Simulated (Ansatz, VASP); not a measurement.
# Two plane-wave programs on Al32H

```
CELL_PARAMETERS angstrom
8.10000 0.00000 0.00000
0.00000 8.10000 0.00000
0.00000 0.00000 8.10000
ATOMIC_POSITIONS crystal
Al 0.50089 0.00002 0.99998
Al 0.74999 0.24910 0.99998
Al 0.74999 0.00002 0.24911
Al 0.99911 0.00002 0.99998
Al 0.25001 0.24862 0.99993
Al 0.50137 0.49998 0.99993
Al 0.74999 0.75089 0.99997
Al 0.25001 0.00004 0.24870
Al 0.49969 0.25032 0.25024
Al 0.74998 0.49997 0.24870
Al 0.50137 0.00006 0.50003
Al 0.74997 0.24863 0.50002
Al 0.74999 0.00001 0.75090
Al 0.99867 0.49997 0.99995
Al 0.25001 0.75131 0.99995
Al 0.00026 0.25031 0.25024
Al 0.25006 0.49988 0.24411
Al 0.49973 0.74977 0.25023
Al 0.99867 0.00005 0.50003
Al 0.25005 0.24467 0.50011
Al 0.50544 0.49989 0.50011
Al 0.74998 0.75130 0.50003
Al 0.25001 0.00007 0.75138
Al 0.49970 0.25032 0.74968
Al 0.74997 0.49998 0.75138
Al 0.00022 0.74980 0.25020
Al 0.99430 0.49989 0.50012
Al 0.25006 0.75587 0.50012
Al 0.00026 0.25033 0.74967
Al 0.25005 0.49990 0.75532
Al 0.49969 0.74975 0.74967
Al 0.00027 0.74975 0.74969
H 0.24809 0.50393 0.49587
```

Alike in both runs: functional PBEsol; k mesh 3 × 3 × 3; occupations fermi-dirac, width 0.15 eV; no spin polarisation.

Ansatz relaxed the structure, and its values are those at the end. VASP's run is a single point on that final structure, the one shown.

|  | VASP | Ansatz |
| --- | --- | --- |
| version | VASP 6.6.1 | Ansatz 0.2.0 |
| potentials or method | VASP PAW PBE potentials, release 64 (Al, H), cutoff 520 eV | scalar-relativistic, plane waves, PAW |
| valence electrons in the cell | 97 | 97 |

```csv
,VASP,Ansatz,Ansatz less VASP
rms of the force components (eV/Å),0.006,0.003,-0.0029
```

VASP's potentials were made for PBE, not for PBEsol. With one functional, cell and mesh, what is left measures potentials, basis and numerics.
